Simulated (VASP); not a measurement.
SiNi: single point with PBE

SiNi:

```
CELL_PARAMETERS angstrom
5.17664 0.00000 0.00000
0.00000 3.35515 0.00000
0.00000 0.00000 5.63745
ATOMIC_POSITIONS crystal
Si 0.32086 0.75000 0.08264
Si 0.17914 0.25000 0.58264
Si 0.82086 0.75000 0.41736
Si 0.67914 0.25000 0.91736
Ni 0.00798 0.25000 0.18874
Ni 0.49202 0.75000 0.68874
Ni 0.50798 0.25000 0.31126
Ni 0.99202 0.75000 0.81126
```

```yaml
Program: VASP 6.6.1
Task: single point
Functional: PBE
Potentials_or_basis: VASP PAW PBE potentials, release 64 (Si, Ni)
Cutoff: 520 eV
k_mesh: 8 × 10 × 6
Occupations: fermi-dirac, width 0.15 eV
Spin: no spin polarisation
Dipole_correction: no
Further_INCAR_settings: ALGO = Normal; EDIFF = 1e-06; NBANDS = 38
```

```
Pressure               : 0.0 GPa
Largest force          : 0.010 eV/Å
Band gap on the k mesh : zero (bands 28 and 29 overlap by 1.76 eV)
```

Forces in eV/Å, atoms in the order of the input:
```
Si   0.000  0.000  0.001
Si   0.000  0.000  0.001
Si   0.000  0.000 -0.001
Si   0.000  0.000 -0.001
Ni   0.010  0.000 -0.002
Ni  -0.010  0.000 -0.002
Ni   0.010  0.000  0.002
Ni  -0.010  0.000  0.002
```

Stress tensor (GPa, compression positive):
```
 0.05  0.00  0.00
 0.00 -0.12  0.00
 0.00  0.00  0.05
```

Levels at points of the mesh, in eV from the Fermi level:
```
           k point  band 26  band 27  band 28  band 29  band 30  band 31
(0.00, 0.00, 0.00)    -1.16    -0.99    -0.97     0.58     1.19     3.36
(0.50, 0.00, 0.00)    -1.84     0.96     0.96     1.17     1.17     3.70
(0.00, 0.50, 0.00)    -1.85    -1.41    -1.41    -0.62    -0.62     1.95
(0.50, 0.50, 0.00)    -1.68    -1.68    -1.68     0.43     0.43     0.43
(0.00, 0.00, 0.50)    -1.47    -0.29    -0.29     1.01     1.01     3.21
(0.50, 0.00, 0.50)    -1.07     0.70     0.70     2.34     2.34     2.77
(0.00, 0.50, 0.50)    -1.93    -1.70    -1.70     0.13     0.13     1.26
(0.50, 0.50, 0.50)    -1.86    -1.86    -1.86     2.48     2.48     2.48
```

It took 15 min on 1 thread of Intel Xeon 8259CL, with other jobs on the host, peak memory 0.45 GiB.

Spin polarisation is off, so any magnetic state and its effect on volume and gap are missing.
